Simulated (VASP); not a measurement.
Ge: single point with r2SCAN

Ge:

```xyz
2
Lattice="0.0000 2.8369 2.8369 2.8482 0.0000 2.8369 2.8482 2.8369 0.0000" Properties=species:S:1:pos:R:3 pbc="T T T"
Ge    0.0000    0.0000    0.0000
Ge    1.4241    1.4184    1.4184
```

This cell differs from its parent crystal: uniaxial x strain +0.4%.

```
Program                : VASP 6.6.1
Task                   : single point
Functional             : r2SCAN
Potentials or basis    : VASP PAW PBE potentials, release 64 (Ge_d)
Cutoff                 : 520 eV
k mesh                 : 8 × 8 × 8
Occupations            : fermi-dirac, width 0.02 eV
Spin                   : no spin polarisation
Dipole correction      : no
Further INCAR settings : ALGO = Normal; EDIFF = 1e-06; NBANDS = 21
```

```
Pressure               : -0.2 GPa
Band gap on the k mesh : 0.27 eV, direct
```

Stress tensor (GPa, compression positive):
```
-0.47  0.00  0.00
 0.00 -0.13  0.00
 0.00  0.00 -0.13
```

Levels at points of the mesh, in eV from the valence-band top:
| k point | band 11 | band 12 | band 13 | band 14 | band 15 | band 16 | band 17 | band 18 |
| --- | --- | --- | --- | --- | --- | --- | --- | --- |
| (0.00, 0.00, 0.00) | -13.22 | -0.03 | 0.00 | 0.00 | 0.27 | 2.69 | 2.69 | 2.71 |
| (0.50, 0.00, 0.00) | -11.06 | -7.82 | -1.49 | -1.46 | 0.39 | 3.97 | 3.99 | 7.63 |
| (0.50, 0.50, 0.00) | -9.17 | -9.17 | -3.20 | -3.20 | 0.96 | 0.96 | 9.99 | 9.99 |
| (0.00, 0.50, 0.50) | -9.19 | -9.19 | -3.17 | -3.17 | 1.00 | 1.00 | 9.98 | 9.98 |

It took 110 s on 1 thread of Intel(R) Xeon(R) Platinum 8488C (Sapphire Rapids), on a shared host, peak memory 0.19 GiB.

Caveat: the cell differs from its parent crystal (uniaxial x strain +0.4%); the PAW data sets were made with another functional, which shifts forces and pressure a little. A k mesh can miss the band edges.
